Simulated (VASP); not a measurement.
Set up this calculation in VASP 6.6.1, as the native input.

```
Task                   : single point
Functional             : r2SCAN
Potentials or basis    : VASP PAW PBE potentials, release 64 (Pd)
Cutoff                 : 550 eV
k mesh                 : 18 × 18 × 18
Occupations            : gaussian, width 0.1 eV
Spin                   : no spin polarisation
Dipole correction      : no
Further INCAR settings : ALGO = Normal; EDIFF = 1e-06; NBANDS = 11
```

Crystal: Pd.

```
CELL_PARAMETERS angstrom
-1.54175 1.54175 1.54175
1.54175 -1.54175 1.54175
1.54175 1.54175 -1.54175
ATOMIC_POSITIONS crystal
Pd 0.00000 0.00000 0.00000
```

This isn't the form of Pd at room conditions, which is fcc.

These files were run (other wordings do the same):

POSCAR

```
Pd
1.0
   -1.5417549624      1.5417549624      1.5417549624
    1.5417549624     -1.5417549624      1.5417549624
    1.5417549624      1.5417549624     -1.5417549624
Pd
1
Direct
    0.0000000000      0.0000000000      0.0000000000
```

INCAR.step1

```
SYSTEM = Pd
ALGO     = Normal         ! electronic algorithm
EDIFF    = 1E-5           ! SCF threshold, eV
ENCUT    = 550            ! plane-wave cutoff, eV
GGA      = PE             ! functional
GGA_COMPAT= .FALSE.      
ISMEAR   = 0              ! smearing method
LASPH    = .TRUE.         ! aspherical terms in the spheres
LCHARG   = .FALSE.        ! write CHGCAR
LREAL    = .FALSE.        ! projectors in reciprocal space
LWAVE    = .TRUE.         ! write WAVECAR
NBANDS   = 11             ! bands
NELM     = 120            ! most SCF steps
PREC     = Accurate       ! precision mode
SIGMA    = 0.1            ! smearing width, eV
```

INCAR.step2

```
SYSTEM = Pd
ALGO     = Normal         ! electronic algorithm
EDIFF    = 1E-6           ! SCF threshold, eV
ENCUT    = 550            ! plane-wave cutoff, eV
GGA_COMPAT= .FALSE.      
ISIF     = 2              ! what is computed and relaxed
ISMEAR   = 0              ! smearing method
ISTART   = 1            
LASPH    = .TRUE.         ! aspherical terms in the spheres
LCHARG   = .FALSE.        ! write CHGCAR
LMIXTAU  = .TRUE.       
LREAL    = .FALSE.        ! projectors in reciprocal space
LWAVE    = .FALSE.        ! write WAVECAR
METAGGA  = R2SCAN         ! meta-GGA
NBANDS   = 11             ! bands
NELM     = 120            ! most SCF steps
PREC     = Accurate       ! precision mode
SIGMA    = 0.1            ! smearing width, eV
```

KPOINTS

```
k-points
0
G
  18 18 18
  0 0 0
```

Potentials or basis: VASP PAW PBE potentials, release 64 (Pd).

Launch:

```sh
$ cat potpaw_PBE.64/Pd/POTCAR > POTCAR
$ cp INCAR.step1 INCAR
$ mpirun -np 1 vasp_std > vasp.out
$ cp INCAR.step2 INCAR
$ mpirun -np 1 vasp_std > vasp.out
```

It gave:

| Quantity | Value |
| --- | --- |
| Pressure | 5.5 GPa |
| Band gap on the k mesh | zero (bands 5 and 6 overlap by 1.80 eV) |

Caveat: the cell stands under pressure; the PAW data sets were made with another functional, which shifts forces and pressure a little.

Run time: 2.2 min on 1 thread of AMD EPYC 7R43 64-Core Processor (Zen 3) (shared host), peak memory 0.11 GiB.
